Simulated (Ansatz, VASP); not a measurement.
**BN: VASP beside Ansatz**

INCAR

```
SYSTEM = BN
PREC     = Accurate       ! precision mode
ENCUT    = 600            ! plane-wave cutoff, eV
EDIFF    = 1E-6           ! SCF threshold, eV
ISMEAR   = 0              ! smearing method
SIGMA    = 0.02           ! smearing width, eV
LREAL    = .False.        ! projectors in reciprocal space
LASPH    = .True.         ! aspherical terms in the spheres
NELM     = 120            ! most SCF steps
ALGO     = Normal         ! electronic algorithm
ISIF     = 2              ! what is computed and relaxed
LWAVE    = .False.        ! write WAVECAR
LCHARG   = .False.        ! write CHGCAR
GGA      = PE             ! functional
IVDW     = 12             ! dispersion correction
NBANDS   = 11             ! bands
GGA_COMPAT= .False.
```

File KPOINTS:

```
regular mesh
0
Gamma
  12 12 12
  0 0 0
```

POSCAR

```
BN
1.0
    0.0000000000      1.8558051116      1.8558051116
    1.8558051116      0.0000000000      1.8558051116
    1.8558051116      1.8558051116      0.0000000000
B N
1 1
Direct
    0.0000000000      0.0000000000      0.0000000000
    0.2500000000      0.2500000000      0.2500000000
```

Input for Ansatz:

```yaml
crystal:
  lattice:
    - [0.0, 1.8558051116, 1.8558051116]
    - [1.8558051116, 0.0, 1.8558051116]
    - [1.8558051116, 1.8558051116, 0.0]
  atoms:
    - { symbol: B, position: [0.0, 0.0, 0.0] }
    - { symbol: "N", position: [0.25, 0.25, 0.25] }
basis:
  ecutwfc: 420
kpoints:
  mp_grid: { grid: [12, 12, 12] }
hamiltonian:
  xc: pbe
  dispersion: d3bj
scf:
  occupations: { method: gaussian, width: 0.02 }
output:
  forces: true
  stress: true
  eigenvalues: true
```

Alike in both runs: task single point; functional PBE; dispersion D3(BJ); k mesh 12 × 12 × 12; occupations gaussian, width 0.02 eV; no spin polarisation.

```csv
,VASP,Ansatz
version,VASP 6.6.1,Ansatz 0.2.0
potentials or method,"VASP PAW PBE potentials, release 64 (B, N), cutoff 600 eV","scalar-relativistic, plane waves, PAW"
valence electrons in the cell,8,8
```

|  | VASP | Ansatz | Ansatz less VASP |
| --- | --- | --- | --- |
| gap on the k mesh at the Fermi level (eV) | 4.37 | 4.38 | +0.010 |
| least direct gap on the mesh (eV) | 8.44 | 8.45 | +0.009 |
